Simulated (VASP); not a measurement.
## CdF2: single point with LDA

The system is CdF2.

```
Cd F
1.0
     0.00000    2.69400    2.69400
     2.28990    0.00000    2.69400
     2.28990    2.69400    0.00000
Cd F
1 2
Direct
  0.00000 0.00000 0.00000
  0.25000 0.25000 0.25000
  0.75000 0.75000 0.75000
```

This cell differs from its parent crystal: strain -0.1500 x Voigt [1, 0, 0, 0, 0, 0].

| Quantity | Value |
| --- | --- |
| Program | VASP 6.6.1 |
| Task | single point |
| Functional | LDA |
| Potentials or basis | VASP PAW LDA potentials, release 64 (Cd_sv_GW, F) |
| Cutoff | 600 eV |
| k mesh | 8 × 8 × 8 |
| Occupations | gaussian, width 0.05 eV |
| Spin | no spin polarisation |
| Dipole correction | no |
| Further INCAR settings | ALGO = Normal; EDIFF = 1e-06; NBANDS = 24 |

* Pressure: 17.8 GPa
* Band gap on the k mesh: 2.65 eV (least direct gap 3.24 eV)

Stress tensor (GPa, compression positive):
```
34.05  0.00  0.00
 0.00  9.69  0.00
 0.00  0.00  9.69
```

Levels at points of the mesh, in eV from the valence-band top:
```csv
k point,band 15,band 16,band 17,band 18,band 19,band 20
"(0.00, 0.00, 0.00)",-0.63,-0.59,-0.59,2.65,12.54,12.69
"(0.50, 0.00, 0.00)",-2.72,-0.80,-0.75,7.54,8.37,14.31
"(0.50, 0.50, 0.00)",-1.58,-0.68,0.00,8.54,9.53,11.39
"(0.00, 0.50, 0.50)",-0.64,-0.64,-0.34,7.60,9.63,12.03
```

Wall time 35 s on 1 thread of AMD EPYC 9R45 96-Core Processor (Zen 5), on a shared host, peak memory 0.17 GiB.

Caveat: the cell differs from its parent crystal (strain -0.1500 x Voigt [1, 0, 0, 0, 0, 0]); the cell stands under pressure. A k mesh can miss the band edges.
